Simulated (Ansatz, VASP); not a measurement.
# Two plane-wave programs on KBr

Contents of INCAR:

```
ALGO = Normal ; EDIFF = 1E-7
ENCUT = 520 ; GGA = PE
ISIF = 2 ; ISMEAR = 0
LASPH = T ; LCHARG = F
LREAL = F ; LWAVE = F
NBANDS = 15 ; NELM = 60
PREC = Accurate ; SIGMA = 0.05
```

KPOINTS

```
k-points
0
Gamma
  6 6 6
```

Contents of POSCAR:

```
KBr
1.0
    0.0000000000      3.4571250000      3.2101875000
    3.4571250000      0.0000000000      3.2101875000
    3.4571250000      3.4571250000      0.0000000000
K Br
1 1
Direct
    0.0000000000      0.0000000000      0.0000000000
    0.5000000000      0.5000000000      0.5000000000
```

Input for Ansatz:

```yaml
crystal:
  lattice:
    - [0.0, 3.457125, 3.2101875]
    - [3.457125, 0.0, 3.2101875]
    - [3.457125, 3.457125, 0.0]
  atoms:
    - { symbol: K, position: [0.0, 0.0, 0.0] }
    - { symbol: Br, position: [0.5, 0.5, 0.5] }
basis:
  ecutwfc: 420
kpoints:
  mp_grid: { grid: [6, 6, 6] }
hamiltonian:
  xc: pbe
scf:
  occupations: { method: gaussian, width: 0.05 }
output:
  forces: true
  stress: true
  eigenvalues: true
```

Change from the starting cell: strain +0.050 along x and y, -0.025 along z, atoms carried along.

Alike in both runs: task single point; functional PBE; k mesh 6 × 6 × 6; occupations gaussian, width 0.05 eV; no spin polarisation.

```csv
,VASP,Ansatz
version,VASP 6.6.1,Ansatz 0.2.0
potentials or method,"VASP PAW PBE potentials, release 64 (K_sv, Br), cutoff 520 eV","scalar-relativistic, plane waves, PAW"
valence electrons in the cell,16,16
```

VASP gave:

| Item | Value |
| --- | --- |
| gap on the k mesh at the Fermi level (eV) | 4.24 |
| least direct gap on the mesh (eV) | 4.24 |
| pressure (GPa) | 0.0 |
| traceless stress, the component that is largest in VASP (GPa) | 1.37 |

Question: What did Ansatz give for the same quantities?

Answer: gap on the k mesh at the Fermi level (eV): 4.25; least direct gap on the mesh (eV): 4.25; pressure (GPa): 0.0; traceless stress, the component that is largest in VASP (GPa): 1.35.
